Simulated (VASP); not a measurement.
A run of VASP 6.6.1 is set up as follows.

The input INCAR:

```
SYSTEM = HgSe
ALGO = Normal
EDIFF = 1E-6
ENCUT = 500
GGA = PE
GGA_COMPAT = .False.
ISIF = 2
ISMEAR = -1
LASPH = .True.
LCHARG = .False.
LREAL = .False.
LWAVE = .False.
NBANDS = 16
NELM = 120
PREC = Accurate
SIGMA = 0.02
```

File KPOINTS:

```
k-points
0
Gamma
  9 9 9
  0 0 0
```

Contents of POSCAR:

```
HgSe
1.0
    0.0000000000      3.0759519500      3.0759519500
    3.0759519500      0.0000000000      3.0759519500
    3.0759519500      3.0759519500      0.0000000000
Hg Se
1 1
Direct
    0.0000000000      0.0000000000      0.0000000000
    0.7500000000      0.7500000000      0.7500000000
```

Potentials or basis: VASP PAW PBE potentials, release 64 (Hg, Se).

Launch:

```console
$ cat potpaw_PBE.64/Hg/POTCAR potpaw_PBE.64/Se/POTCAR > POTCAR
$ mpirun -np 1 vasp_std > vasp.out
```

Problem. What does it give for the pressure?

Solution. 2.8 GPa.

Problem. Estimate the band gap on the k mesh.

Solution. Zero (filled and empty bands touch).

Caveat: spin-orbit coupling is left out, which moves the levels of the heavy elements.
